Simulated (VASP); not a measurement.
Here is a VASP 6.6.1 calculation.

INCAR

```
  PREC = Accurate
  ENCUT = 520
  EDIFF = 1E-8
  ISMEAR = -1
  SIGMA = 0.05
  LREAL = False
  LASPH = True
  NELM = 100
  ALGO = Normal
  ISIF = 2
  LWAVE = False
  LCHARG = False
  GGA = PS
  LEFG = True
  NBANDS = 11
```

KPOINTS

```
Automatic mesh
0
Gamma
  11 11 11
```

The input POSCAR:

```
Ca
1.0
    0.0000000000      2.7662580000      2.7942000000
    2.7662580000      0.0000000000      2.7942000000
    2.7662580000      2.7662580000      0.0000000000
Ca
1
Direct
    0.0000000000      0.0000000000      0.0000000000
```

Potentials or basis: VASP PAW PBE potentials, release 64 (Ca_sv).

The run is started by

```console
$ cat potpaw_PBE.64/Ca_sv/POTCAR > POTCAR
$ mpirun -np 1 vasp_std > vasp.out
```

(1) What does it give for the band gap on the k mesh?

(2) Predict the pressure.

Results:

(1) zero (band 5 reaches 2.00 eV, above the bottom of band 6 at 1.71 eV).

(2) -0.9 GPa.

Caveat: the cell differs from its parent crystal (equal xx and yy strain of -1 %); without QUAD_EFG the Cq values of the log hold for a quadrupole moment of 1 mb, not for the nuclei; the PAW data sets were made with another functional, which shifts forces and pressure a little.
